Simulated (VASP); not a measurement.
Wanted: the native input for a VASP 6.6.1 run.

```
Task                   : single point
Functional             : PBE
Potentials or basis    : VASP PAW PBE potentials, release 64 (Cu, O)
Cutoff                 : 520 eV
k mesh                 : 3 × 6 × 3
Occupations            : gaussian, width 0.02 eV
Spin                   : collinear spin
Starting moments       : [1.0, -1.0, -1.0, 1.0, 1.0, -1.0, -1.0, 1.0, 0.0, 0.0, 0.0, 0.0, 0.0, 0.0, 0.0, 0.0] μB
Dipole correction      : no
Further INCAR settings : LREAL = Auto; ALGO = Normal; EDIFF = 1e-06; NBANDS = 86
```

The structure of CuO lies in POSCAR:

```
CuO
1.0
    3.6888580266      0.0000000000      5.3767411234
    0.0000000000      4.1394256588      0.0000000000
   -4.6830541861      0.0000000000      4.8904253292
Cu O
8 8
Direct
    0.1254324511      0.2522374450      0.8771892384
    0.6254340205      0.2522446050      0.3771926166
    0.3745659795      0.7477553950      0.6228073834
    0.8745675489      0.7477625550      0.1228107616
    0.3745675489      0.7522374450      0.1228107616
    0.8745659795      0.7522446050      0.6228073834
    0.1254340205      0.2477553950      0.3771926166
    0.6254324511      0.2477625550      0.8771892384
    0.1237959973      0.4891626999      0.1279767880
    0.6237955515      0.4891723970      0.6279763498
    0.3762040027      0.9891626999      0.8720232120
    0.8762044485      0.9891723970      0.3720236502
    0.3762044485      0.5108276030      0.3720236502
    0.8762040027      0.5108373001      0.8720232120
    0.1237955515      0.0108276030      0.6279763498
    0.6237959973      0.0108373001      0.1279767880
```

The input as run:

INCAR

```
SYSTEM = CuO
PREC = Accurate
ENCUT = 520
EDIFF = 1E-6
ISMEAR = 0
SIGMA = 0.02
LREAL = Auto
LASPH = .TRUE.
NELM = 150
ALGO = Normal
ISIF = 2
LWAVE = .FALSE.
LCHARG = .FALSE.
ISPIN = 2
MAGMOM = 1 -1 -1 1 1 -1 -1 1 0 0 0 0 0 0 0 0
LORBIT = 11
LMAXMIX = 4
GGA = PE
NBANDS = 86
```

KPOINTS

```
regular mesh
0
G
  3 6 3
  0 0 0
```

Potentials or basis: VASP PAW PBE potentials, release 64 (Cu, O).

Run with:

```bash
$ cat potpaw_PBE.64/Cu/POTCAR potpaw_PBE.64/O/POTCAR > POTCAR
$ mpirun -np 1 vasp_std > vasp.out
```

It gave:

* Pressure: 0.7 GPa
* Largest force: 0.011 eV/Å
* Band gap on the k mesh: zero (filled and empty bands overlap)
* Net moment: 0.00 μB per cell
* Site moments: Cu +0.28, -0.28 (each value once); O +0.09, -0.09 (each value once) μB
* Valence electrons inside the program's atomic spheres: Cu 9.88; O 4.95

Caveat: semilocal functionals often make such compounds metallic where correlation or magnetic order opens a gap, which also shifts bond lengths.

It took 32 min on 1 thread of Oxide Virtual Turin-like Processor, on a shared host, peak memory 0.54 GiB.
